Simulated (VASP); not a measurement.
Set up this calculation in VASP 6.6.1, as the native input.

```yaml
Task: single point
Functional: PBE
Potentials_or_basis: VASP PAW PBE potentials, release 64 (W_sv)
Cutoff: 520 eV
k_mesh: 10 × 10 × 10
Occupations: fermi-dirac, width 0.05 eV
Spin: no spin polarisation
Dipole_correction: no
Further_INCAR_settings: ALGO = Normal; EDIFF = 1e-07; NBANDS = 13
```

The structure of W lies in POSCAR:

```
W
1.0
   -1.5665215500      1.5665215500      1.5823450000
    1.5665215500     -1.5665215500      1.5823450000
    1.5665215500      1.5665215500     -1.5823450000
W
1
Direct
    0.0000000000      0.0000000000      0.0000000000
```

One way to write it, as run:

INCAR

```
SYSTEM = W
ALGO     = Normal         ! electronic algorithm
EDIFF    = 1E-7           ! SCF threshold, eV
ENCUT    = 520            ! plane-wave cutoff, eV
GGA      = PE             ! functional
ISIF     = 2              ! what is computed and relaxed
ISMEAR   = -1             ! smearing method
LASPH    = .True.         ! aspherical terms in the spheres
LCHARG   = .False.        ! write CHGCAR
LREAL    = .False.        ! projectors in reciprocal space
LWAVE    = .False.        ! write WAVECAR
NBANDS   = 13             ! bands
NELM     = 100            ! most SCF steps
PREC     = Accurate       ! precision mode
SIGMA    = 0.05           ! smearing width, eV
```

KPOINTS

```
k-points
0
Gamma
  10 10 10
  0 0 0
```

Potentials or basis: VASP PAW PBE potentials, release 64 (W_sv).

The run is started by

```console
$ cat potpaw_PBE.64/W_sv/POTCAR > POTCAR
$ mpirun -np 1 vasp_std > vasp.out
```

Results of the run:

```yaml
Pressure: 13.5 GPa
Band_gap_on_the_k_mesh: zero (band 7 reaches 17.01 eV, above the bottom of band 8 at 10.56 eV)
```

Caveat: spin-orbit coupling is left out, which moves the levels of the heavy elements.

It took 10 s on 1 thread of Intel(R) Xeon(R) Platinum 8488C (Sapphire Rapids), with other jobs on the host, peak memory 0.13 GiB.
